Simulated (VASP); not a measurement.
# Ti (I4/mmm) in VASP: notebook

The runs below take Ti through single point, with PBEsol.

All numbers are computed with VASP 6.6.1; they aren't measurements. Logs are shortened: lines on timing, memory, paths and dates and some standing lists are left out, and cuts for length are marked.

## Step 1: The cell of the first run

Symmetry: I4/mmm, No. 139, tetragonal system. The conventional cell has a = 3.413 Å, b = 3.413 Å, c = 3.019 Å, α = 90.00°, β = 90.00°, γ = 90.00°. Ti (site symmetry 4/mmm) has 14 Ti at 2.85 to 3.41 Å within 3.8 Å.

## Step 2: Single point, PBEsol (strain +0.040 along x and y, -0.080 along z)

File INCAR:

```
SYSTEM = Ti
PREC = Accurate
ENCUT = 520
EDIFF = 1E-6
ISMEAR = 0
SIGMA = 0.15
LREAL = .FALSE.
LASPH = .TRUE.
NELM = 80
ALGO = Fast
ISIF = 2
LWAVE = .FALSE.
LCHARG = .TRUE.
GGA = PS
LELF = .TRUE.
LVHAR = .TRUE.
NBANDS = 12
```

File KPOINTS:

```
Automatic mesh
0
G
  20 20 20
  0 0 0
```

File POSCAR:

```
Ti
1.0
   -1.7066400000      1.7066400000      1.5097200000
    1.7066400000     -1.7066400000      1.5097200000
    1.7066400000      1.7066400000     -1.5097200000
Ti
1
Direct
    0.0000000000      0.0000000000      0.0000000000
```

Potentials or basis: VASP PAW PBE potentials, release 64 (Ti_sv).

Launch:

```bash
> cat potpaw_PBE.64/Ti_sv/POTCAR > POTCAR
> mpirun -np 1 vasp_std > vasp.out
```

OUTCAR:

```text
SYSTEM = Ti
   PREC = Accurate
   ENCUT = 520
   EDIFF = 1E-6
   ISMEAR = 0
   LREAL = .FALSE.
   LASPH = .TRUE.
   NELM = 80
   ISIF = 2
   GGA = PS

 ion  position               nearest neighbor table
   1  0.000  0.000  0.000-

  LATTYP: Found a body centered tetragonal cell.
 ALAT       =     3.4132800000
 C/A-ratio  =     0.8846153846

  Lattice vectors:

 A1 = (  -1.7066400000,   1.7066400000,   1.5097200000)
 A2 = (   1.7066400000,  -1.7066400000,   1.5097200000)
 A3 = (   1.7066400000,   1.7066400000,  -1.5097200000)

Analysis of symmetry for initial positions (statically):
=====================================================================
 Subroutine PRICEL returns:
 Original cell was already a primitive cell.

 Routine SETGRP: Setting up the symmetry group for a
 body centered tetragonal supercell.

 Subroutine GETGRP returns: Found 16 space group operations
 (whereof 16 operations were pure point group operations)
 out of a pool of 16 trial point group operations.

The static configuration has the point symmetry D_4h.

Analysis of symmetry for dynamics (positions and initial velocities):
=====================================================================
 Subroutine PRICEL returns:
 Original cell was already a primitive cell.

 Routine SETGRP: Setting up the symmetry group for a
 body centered tetragonal supercell.

 Subroutine GETGRP returns: Found 16 space group operations
 (whereof 16 operations were pure point group operations)
 out of a pool of 16 trial point group operations.

The dynamic configuration has the point symmetry D_4h.

 Subroutine INISYM returns: Found 16 space group operations
 (whereof 16 operations are pure point group operations),
 and found     1 'primitive' translations

----------------------------------------------------------------------------------------

                                     Primitive cell

  volume of cell :      17.5890

  direct lattice vectors                    reciprocal lattice vectors
    -1.706640000  1.706640000  1.509720000     0.000000000  0.292973328  0.331187240
     1.706640000 -1.706640000  1.509720000     0.292973328  0.000000000  0.331187240
     1.706640000  1.706640000 -1.509720000     0.292973328  0.292973328  0.000000000

  length of vectors
     2.846839415  2.846839415  2.846839415     0.442174579  0.442174579  0.414326853

  position of ions in fractional coordinates (direct lattice)
     0.000000000  0.000000000  0.000000000

  ion indices of the primitive-cell ions
   primitive index   ion index
                 1           1

----------------------------------------------------------------------------------------

 KPOINTS: Automatic mesh

Automatic generation of k-mesh.
 Grid dimensions read from file:
 generate k-points for:   20   20   20

 Generating k-lattice:

  Cartesian coordinates                     Fractional coordinates (reciprocal lattice)
     0.000000000  0.014648666  0.016559362     0.050000000  0.000000000 -0.000000000
     0.014648666  0.000000000  0.016559362     0.000000000  0.050000000 -0.000000000
     0.014648666  0.014648666  0.000000000     0.000000000  0.000000000  0.050000000

  Length of vectors
     0.022108729  0.022108729  0.020716343

  Shift w.r.t. Gamma in fractional coordinates (k-lattice)
     0.000000000  0.000000000  0.000000000

 Subroutine IBZKPT returns following result:
 ===========================================

 Found    641 irreducible k-points:

 Following reciprocal coordinates:
            Coordinates               Weight
  0.000000  0.000000  0.000000      1.000000
  0.050000  0.000000  0.000000      8.000000
  0.100000  0.000000  0.000000      8.000000
  0.150000  0.000000  0.000000      8.000000
  0.200000  0.000000  0.000000      8.000000
  0.250000  0.000000 -0.000000      8.000000
[... 16 lines left out ...]
 -0.400000  0.050000  0.000000     16.000000
 -0.350000  0.050000  0.000000     16.000000
 [... further k-points ...]
   k-points           NKPTS =    641   k-points in BZ     NKDIM =    641   number of bands    NBANDS=     12
   number of dos      NEDOS =    301   number of ions     NIONS =      1
   total plane-waves  NPLWV =  13824
   dimension x,y,z NGX =    24 NGY =   24 NGZ =   24
   dimension x,y,z NGXF=    48 NGYF=   48 NGZF=   48
   ions per type =               1
   NGX,Y,Z   is equivalent  to a cutoff of  14.02, 14.02, 14.02 a.u.
   NGXF,Y,Z  is equivalent  to a cutoff of  28.03, 28.03, 28.03 a.u.
 SYSTEM =  Ti
   PREC   = accura    normal or accurate (medium, high low for compatibility)
   ISTART =      0    job   : 0-new  1-cont  2-samecut
   ICHARG =      2    charge: 1-file 2-atom 10-const
   ISPIN  =      1    spin polarized calculation?
   LNONCOLLINEAR =      F non collinear calculations
   LSORBIT =      F    spin-orbit coupling
   LASPH  =      T    aspherical Exc in radial PAW
   ENCUT  =  520.0 eV  38.22 Ry    6.18 a.u.   5.29  5.29  5.29*2*pi/ulx,y,z
   NELM   =     80;   NELMIN=  2; NELMDL= -5     # of ELM steps
   EDIFF  = 0.1E-05   stopping-criterion for ELM
   LREAL  =      F    real-space projection
   EDIFFG = 0.1E-04   stopping-criterion for IOM
   NSW    =      0    number of steps for IOM
   IBRION =     -1    ionic relax: 0-MD 1-quasi-New 2-CG
   NFREE  =      0    steps in history (QN), initial steepest desc. (CG)
   ISIF   =      2    stress and relaxation
   ISYM   =      2    0-nonsym 1-usesym 2-fastsym
   POTIM  = 0.5000    time-step for ionic-motion
   TEBEG  =    0.0;   TEEND  =   0.0 temperature during run
   PSTRESS=    0.0 pullay stress
   NELECT =      12.0000    total number of electrons
   NUPDOWN=      -1.0000    fix difference up-down
   EMIN   =  10.00;   EMAX   =-10.00  energy-range for DOS
   EFERMI =   0.00;   METHOD = LEGACY
   ISMEAR =     0;   SIGMA  =   0.15  broadening in eV -4-tet -1-fermi 0-gaus
   EFERMI_NEDOS =   21; number of points for ismear=-14 and -15
   IALGO  =     68    algorithm
   IMIX   =      4    mixing-type and parameters
     AMIX     =   0.40;   BMIX     =  1.00
     AMIX_MAG =   1.60;   BMIX_MAG =  1.00
  volume/ion in A,a.u.               =      17.59       118.70
  Fermi-wavevector in a.u.,A,eV,Ry     =   1.441192  2.723458 28.259767  2.077034
  Thomas-Fermi vector in A             =   2.559852
   LORBIT       =      0    0 simple, 1 ext, 2 COOP (PROOUT), +10 PAW based schemes
   GGA     = PS    functional components
   LHFCALC =     F    Hartree Fock is set to
   AEXX    =    0.0000 exact exchange contribution
   IVDW    =     0    specifies the selected vdW correction
   LEPSILON=     F    determine dielectric tensor
   LRPA    =     F    only Hartree local field effects (RPA)
 non-spin polarized calculation
 RMM-DIIS sequential band-by-band and
 Gauss-broadening in eV      SIGMA  =   0.15
  energy-cutoff  :      520.00
  volume of cell :       17.59
 maximum number of plane-waves:       493
 NGX is ok and might be reduce to    24
   NGX = 11   NGY = 11   NGZ = 11

 number of electron      12.0000000 magnetization

 Free energy of the ion-electron system (eV)
  ---------------------------------------------------
  ext. energy  EPLUGINS =         0.00000000
  ---------------------------------------------------
  free energy    TOTEN  =        -8.23862241 eV

  energy without entropy =       -8.21418227  energy(sigma->0) =       -8.22640234

 E-fermi :   7.8596     XC(G=0): -11.5706

 val. band max:        7.8587156485   @ k =  -0.3000   0.3000   0.1000
 cond. band min:       7.8608056511   @ k =  -0.2500   0.3000   0.1500
 fundamental gap:      0.0020900027
 Fermi energy:         7.8595804243

 k-point     1 :       0.0000    0.0000    0.0000
  band No.  band energies     occupation
      1     -48.5059      2.00000
      2     -24.4721      2.00000
      3     -24.4721      2.00000
      4     -24.4608      2.00000
      5       1.9045      2.00000
      6       8.2470      0.00026
      7       9.1782      0.00000
      8       9.1782      0.00000
      9       9.8961      0.00000
     10      10.9656      0.00000
     11      24.4428      0.00000
     12      24.4428      0.00000

 k-point     2 :       0.0500    0.0000    0.0000
  band No.  band energies     occupation
      1     -48.5026      2.00000
      2     -24.4843      2.00000
      3     -24.4775      2.00000
      4     -24.4667      2.00000
      5       1.9939      2.00000
      6       8.2656      0.00013
      7       9.1555      0.00000
      8       9.1738      0.00000
      9       9.9080      0.00000
     10      10.9255      0.00000
     11      24.4457      0.00000
     12      24.5291      0.00000

 k-point     3 :       0.1000    0.0000    0.0000
  band No.  band energies     occupation
      1     -48.4930      2.00000
      2     -24.5318      2.00000
      3     -24.4929      2.00000
      4     -24.4716      2.00000
      5       2.2570      2.00000
      6       8.2841      0.00006
      7       9.0689      0.00000
      8       9.2027      0.00000
      9       9.9590      0.00000
     10      10.8249      0.00000
     11      24.3993      0.00000
     12      24.7715      0.00000

 k-point     4 :       0.1500    0.0000    0.0000
  band No.  band energies     occupation
      1     -48.4780      2.00000
      2     -24.6071      2.00000
      3     -24.5169      2.00000
      4     -24.4771      2.00000
      5       2.6780      2.00000
      6       8.2208      0.00066
      7       8.8946      0.00000
      8       9.3592      0.00000
      9      10.0736      0.00000
     10      10.7079      0.00000
     11      24.1325      0.00000
     12      24.9396      0.00000

 k-point     5 :       0.2000    0.0000    0.0000
  band No.  band energies     occupation
      1     -48.4591      2.00000
      2     -24.7011      2.00000
      3     -24.5470      2.00000
      4     -24.4837      2.00000
      5       3.2274      2.00000
      6       8.0558      0.06432
      7       8.6536      0.00000
      8       9.6760      0.00000
      9      10.2531      0.00000
     10      10.6116      0.00000
     11      23.3101      0.00000
     12      24.0819      0.00000
[... 228 lines left out ...]
      1     -48.3699      2.00000
      2     -25.1175      2.00000
      3     -24.6888      2.00000
      4     -24.5193      2.00000
      5       5.4521      2.00000
      6       7.1514      2.00000
      7       9.0993      0.00000
      8      10.4783      0.00000
      9      11.3654      0.00000
     10      12.0841      0.00000
     11      16.9182      0.00000
     12      20.7552      0.00000

 k-point    22 :      -0.4500    0.0500    0.0000
  band No.  band energies     occupation
      1     -48.3770      2.00000
      2     -25.0851      2.00000
      3     -24.6788      2.00000
      4     -24.5158      2.00000
      5       5.3823      2.00000
      6       7.2216      2.00000
      7       8.7866      0.00000
      8      10.4992      0.00000
      9      11.2078      0.00000
     10      11.8642      0.00000
     11      17.5927      0.00000
     12      20.9914      0.00000

 k-point    23 :      -0.4000    0.0500    0.0000
  band No.  band energies     occupation
      1     -48.3899      2.00000
      2     -25.0260      2.00000
      3     -24.6591      2.00000
      4     -24.5103      2.00000
      5       5.1784      2.00000
      6       7.3505      2.00000
      7       8.4152      0.00000
      8      10.5337      0.00000
      9      10.9703      0.00000
     10      11.4776      0.00000
     11      18.6904      0.00000
     12      21.4354      0.00000

 k-point    24 :      -0.3500    0.0500    0.0000
  band No.  band energies     occupation
      1     -48.4074      2.00000
      2     -24.9454      2.00000
      3     -24.6316      2.00000
      4     -24.5034      2.00000
      5       4.7673      2.00000
      6       7.5260      1.99834
      7       8.2330      0.00043
      8      10.5611      0.00000
      9      10.6887      0.00000
     10      11.0139      0.00000
     11      20.0126      0.00000
     12      22.0301      0.00000

 [... further k-points ...]

------------------------ aborting loop because EDIFF is reached ----------------------------------------

  FORCE on cell =-STRESS in cart. coord.  units (eV):
  Direction    XX          YY          ZZ          XY          YZ          ZX
  --------------------------------------------------------------------------------------
  -------------------------------------------------------------------------------------
  Total       -0.7001410     -0.7001410     -0.8356860      0.0000000      0.0000000      0.0000000
  in kB      -63.7757934    -63.7757934    -76.1225711      0.0000000      0.0000000      0.0000000
  external PRESSURE =     -67.8913860 kB  Pullay stress =       0.0000000 kB

 VOLUME and BASIS-vectors are now :
 -----------------------------------------------------------------------------
  energy-cutoff  :      520.00
  volume of cell :       17.59
      direct lattice vectors                 reciprocal lattice vectors
    -1.706640000  1.706640000  1.509720000     0.000000000  0.292973328  0.331187240
     1.706640000 -1.706640000  1.509720000     0.292973328  0.000000000  0.331187240
     1.706640000  1.706640000 -1.509720000     0.292973328  0.292973328  0.000000000

 POSITION                                       TOTAL-FORCE (eV/Angst)
 -----------------------------------------------------------------------------------
      0.00000      0.00000      0.00000         0.000000      0.000000     -0.000000
 -----------------------------------------------------------------------------------
    total drift:                                0.000000      0.000000     -0.000000

  FREE ENERGIE OF THE ION-ELECTRON SYSTEM (eV)
  ---------------------------------------------------
  free  energy   TOTEN  =        -8.2386224059 eV

  energy  without entropy=       -8.2141822741  energy(sigma->0) =       -8.22640234
```

It took 76 s on 1 thread of Intel Xeon 6975P-C (Granite Rapids), shared host; peak memory 0.25 GiB.

Results:

* Free energy: -8.2386 eV
* Pressure: -6.8 GPa
* Band gap on the k mesh: zero (bands 6 and 7 overlap by 1.39 eV)

Stress tensor (GPa, compression positive):
```
-6.38  0.00  0.00
 0.00 -6.38  0.00
 0.00  0.00 -7.61
```

Caveat: the cell differs from its parent crystal (strain +0.040 along x and y, -0.080 along z); the cell stands under tension; the PAW data sets were made with another functional, which shifts forces and pressure a little.

## Step 3: Single point, PBEsol (strain -0.040 along x and y, +0.080 along z)

File INCAR:

```
PREC = Accurate
ENCUT = 520
EDIFF = 1E-6
ISMEAR = 0
SIGMA = 0.15
LREAL = False
LASPH = True
NELM = 100
ALGO = Normal
ISIF = 2
LWAVE = False
LCHARG = True
GGA = PS
LELF = True
LVHAR = True
NBANDS = 12
```

File KPOINTS:

```
regular mesh
0
Gamma
  20 20 20
```

File POSCAR:

```
Ti
1.0
   -1.5753600000      1.5753600000      1.7722800000
    1.5753600000     -1.5753600000      1.7722800000
    1.5753600000      1.5753600000     -1.7722800000
Ti
1
Direct
    0.0000000000      0.0000000000      0.0000000000
```

Potentials or basis: VASP PAW PBE potentials, release 64 (Ti_sv).

Launch:

```bash
> cat potpaw_PBE.64/Ti_sv/POTCAR > POTCAR
> mpirun -np 1 vasp_std > vasp.out
```

It took 35 s on 1 thread of Intel Xeon 6975P-C (Granite Rapids), shared host; peak memory 0.24 GiB.

The run converged. Its results:

```yaml
Free_energy: -8.2358 eV
Pressure: -6.1 GPa
Band_gap_on_the_k_mesh: zero (bands 6 and 7 overlap by 1.53 eV)
```

Stress tensor (GPa, compression positive):
```
-6.91  0.00  0.00
 0.00 -6.91  0.00
 0.00  0.00 -4.52
```

Levels at points of the mesh, in eV from the Fermi level:
| k point | band 3 | band 4 | band 5 | band 6 | band 7 | band 8 | band 9 | band 10 |
| --- | --- | --- | --- | --- | --- | --- | --- | --- |
| (0.00, 0.00, 0.00) | -32.35 | -32.34 | -5.96 | 0.74 | 0.74 | 1.48 | 2.14 | 2.98 |
| (0.50, 0.00, 0.00) | -32.53 | -32.35 | -2.47 | -0.07 | 0.86 | 2.05 | 3.15 | 4.05 |
| (0.50, 0.50, 0.00) | -32.58 | -32.41 | -2.47 | -1.02 | 1.63 | 3.19 | 3.28 | 4.22 |
| (0.50, 0.50, 0.50) | -32.74 | -32.74 | -2.25 | -1.93 | 3.69 | 3.89 | 3.89 | 6.14 |

Caveat: the cell differs from its parent crystal (strain -0.040 along x and y, +0.080 along z); the cell stands under tension; the PAW data sets were made with another functional, which shifts forces and pressure a little.

[end of part 1 of 2]
